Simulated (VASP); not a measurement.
Input of a VASP 6.6.1 run:

File INCAR:

```
SYSTEM = SiO2
PREC = Accurate ; ENCUT = 520
EDIFF = 1E-6 ; ISMEAR = 0
SIGMA = 0.01 ; LREAL = .False.
LASPH = .True. ; NELM = 100
ALGO = Normal ; ISIF = 2
LWAVE = .False. ; LCHARG = .True.
GGA = PE ; LELF = .True.
LVHAR = .True. ; NBANDS = 44
```

The input KPOINTS:

```
Automatic mesh
0
Gamma
  4 4 4
  0 0 0
```

File POSCAR:

```
SiO2
1.0
    5.0323460942      0.0000000000      0.0000000000
    0.0000000000      5.0323460942      0.0000000000
    0.0000000000      0.0000000000      7.0291454976
Si O
4 8
Direct
    0.2938575670      0.2938575670      0.0000000000
    0.2061424330      0.7938575670      0.2500000000
    0.7061424330      0.7061424330      0.5000000000
    0.7938575670      0.2061424330      0.7500000000
    0.2411800963      0.0934526078      0.1742257711
    0.4065473922      0.7411800963      0.4242257711
    0.7588199037      0.9065473922      0.6742257711
    0.5934526078      0.2588199037      0.9242257711
    0.7411800963      0.4065473922      0.5757742289
    0.9065473922      0.7588199037      0.3257742289
    0.2588199037      0.5934526078      0.0757742289
    0.0934526078      0.2411800963      0.8257742289
```

Potentials or basis: VASP PAW PBE potentials, release 64 (Si, O).

Launch:

```sh
$ cat potpaw_PBE.64/Si/POTCAR potpaw_PBE.64/O/POTCAR > POTCAR
$ mpirun -np 1 vasp_std > vasp.out
```

(1) What does it give for the band gap on the k mesh?

(2) What does it give for the largest force?

Answers

(1) 5.68 eV.

(2) 0.283 eV/Å.
